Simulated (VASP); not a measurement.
Write the native input for VASP 6.6.1 that does the following.

```yaml
Task: relaxation of cell and atoms
Functional: PBE
Potentials_or_basis: VASP PAW PBE potentials, release 64 (Pr_3, Y_sv, Se), 4f in core
Cutoff: 500 eV
k_mesh: 2 × 2 × 3
Occupations: gaussian, width 0.15 eV
Spin: no spin polarisation
Dipole_correction: no
Further_INCAR_settings: ALGO = Normal; EDIFF = 1e-07; IBRION = 2; EDIFFG = -0.08; NSW = 36; ISIF = 3
```

The structure of PrYSe3 lies in POSCAR:

```
PrYSe3
1.0
    3.5646157900     -4.3068384400      0.0000000000
    3.5646157900      4.3068384400      0.0000000000
   -1.4565967000      0.0000000000      5.1560771700
Pr Y Se
1 1 3
Direct
    0.0000000000      0.0000000000      0.0000000000
    0.5000000000      0.5000000000      0.5000000000
    0.5000000000      0.5000000000      0.0000000000
    0.2791773900      0.7208226100      0.0000000000
    0.7208226100      0.2791773900      0.0000000000
```

The cell was generated, and may not be a known phase.

The input as run:

INCAR

```
SYSTEM = PrYSe3
ALGO = Normal
EDIFF = 1E-7
EDIFFG = -0.08
ENCUT = 500
GGA = PE
GGA_COMPAT = .False.
IBRION = 2
ISIF = 3
ISMEAR = 0
LASPH = .True.
LCHARG = .False.
LMAXMIX = 6
LREAL = .False.
LWAVE = .False.
NELM = 200
NELMIN = 4
NSW = 36
PREC = Accurate
SIGMA = 0.15
```

KPOINTS

```
k-points
0
Gamma
  2 2 3
  0 0 0
```

Potentials or basis: VASP PAW PBE potentials, release 64 (Pr_3, Y_sv, Se), 4f in core.

Run with:

```sh
$ cat potpaw_PBE.64/Pr_3/POTCAR potpaw_PBE.64/Y_sv/POTCAR potpaw_PBE.64/Se/POTCAR > POTCAR
$ mpirun -np 1 vasp_std > vasp.out
```

Results of the run:

```
Relaxed volume                        : 37.08 Å³/atom
Relaxed cell                          : a = 6.563 Å, b = 6.563 Å, c = 5.419 Å, α = 97.88°, β = 97.88°, γ = 123.85°
Space group after relaxing (to 0.1 Å) : C2/m (No. 12)
Energy gained by relaxing             : 2142.8 meV/atom
Ionic steps                           : 19
Pressure after relaxing               : -0.2 GPa
Largest force after relaxing          : 0.016 eV/Å
Band gap on the k mesh                : zero (bands 20 and 21 overlap by 0.85 eV)
```

Caveat: the k points lie up to 0.60 Å⁻¹ apart in the final cell, too coarse for converged energies and pressures of a metal; the volume moved by over 15 % at a fixed basis, so the end points are rough; spin-orbit coupling is left out, which moves the levels of the heavy elements; the 4f electrons are frozen in the core, so they carry no moment and show no levels; the run has no spin polarisation, though such a crystal can be magnetic.

It took 8.4 min on 1 thread of AMD EPYC 7R13 Processor (Zen 3), on a shared host, peak memory 0.26 GiB.
